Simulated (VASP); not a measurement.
Here is a VASP 6.6.1 calculation.

INCAR

```
PREC = Accurate ; ENCUT = 520
EDIFF = 1E-6 ; ISMEAR = 0
SIGMA = 0.05 ; LREAL = F
LASPH = T ; NELM = 80
ALGO = Normal ; ISIF = 2
LWAVE = F ; LCHARG = F
GGA = PE ; NBANDS = 11
```

The input KPOINTS:

```
Automatic mesh
0
Gamma
  10 10 10
```

File POSCAR:

```
SiC
1.0
    0.0492719421      2.1898640927      2.1898640927
    2.2391360348      0.0000000000      2.2391360348
    2.1898640927      2.1898640927      0.0492719421
Si C
1 1
Direct
    0.0000000000      0.0000000000      0.0000000000
    0.7500000000      0.7500000000      0.7500000000
```

Potentials or basis: VASP PAW PBE potentials, release 64 (Si, C).

Run with:

```console
$ cat potpaw_PBE.64/Si/POTCAR potpaw_PBE.64/C/POTCAR > POTCAR
$ mpirun -np 1 vasp_std > vasp.out
```

**Question.** Predict the largest force.

**Answer.** 0.342 eV/Å.

**Question.** Estimate the pressure.

**Answer.** 0.5 GPa.

**Question.** What does it give for the band gap on the k mesh?

**Answer.** 1.16 eV (least direct gap 4.10 eV).

Forces in eV/Å, atoms in the order of the input:
```
Si   0.000 -0.342  0.000
C    0.000  0.342  0.000
```

Caveat: the cell differs from its parent crystal (strain +0.0450 x Voigt [0, 0, 0, 0, 1, 0]). A k mesh can miss the band edges.
